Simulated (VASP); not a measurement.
MgO: single point with PBE

The system is MgO.

```
Mg O
1.0
    -4.25359    4.25359   -4.25359
    -4.25359   -4.25359    4.25359
     4.25359    4.25359    4.25359
Mg O
16 16
Cartesian
  -4.2536 2.1268 2.1268
  0.0000 4.2536 0.0000
  -2.1268 2.1268 4.2536
  0.0000 2.1268 2.1268
  2.1268 4.2536 2.1268
  -4.2536 -2.1268 2.1268
  0.0000 0.0000 4.2536
  2.1268 2.1268 4.2536
  0.0000 0.0000 0.0000
  -2.1268 -2.1268 4.2536
  -2.1268 4.2536 2.1268
  -4.2536 2.1268 -2.1268
  -2.1268 4.2536 -2.1268
  -4.2536 0.0000 0.0000
  -2.1268 2.1268 0.0000
  -2.1268 0.0000 2.1268
  2.1268 2.1268 2.1268
  -2.1268 4.2536 0.0000
  0.0000 6.3804 0.0000
  -2.1268 2.1268 2.1268
  0.0000 4.2536 2.1268
  -2.1268 2.1268 -2.1268
  -2.1268 0.0000 4.2536
  0.0000 2.1268 4.2536
  -2.1268 0.0000 0.0000
  0.0000 2.1268 0.0000
  0.0000 0.0000 6.3804
  -2.1268 -2.1268 2.1268
  0.0000 0.0000 2.1268
  -6.3804 0.0000 0.0000
  -4.2536 2.1268 0.0000
  -4.2536 0.0000 2.1268
```

| Property | Result |
| --- | --- |
| Program | VASP 6.6.1 |
| Task | single point |
| Functional | PBE |
| Potentials or basis | VASP PAW PBE potentials, release 64 (Mg, O) |
| Cutoff | 600 eV |
| k mesh | 1 × 1 × 1 |
| Occupations | gaussian, width 0.01 eV |
| Spin | no spin polarisation |

* Pressure: -1.4 GPa
* Band gap on the k mesh: 4.43 eV

Levels at points of the mesh, in eV from the valence-band top:
```tsv
k point	band 61	band 62	band 63	band 64	band 65	band 66	band 67	band 68
(0.00, 0.00, 0.00)	-0.62	0.00	0.00	0.00	4.43	9.06	9.06	9.06
```

Run time: 2.3 min on 1 thread of AMD EPYC 7R13, on a shared host, peak memory 0.42 GiB.

Caveat: the k points lie up to 1.04 Å⁻¹ apart; an odd mesh through Γ misses points on the zone boundary, where band edges can lie.
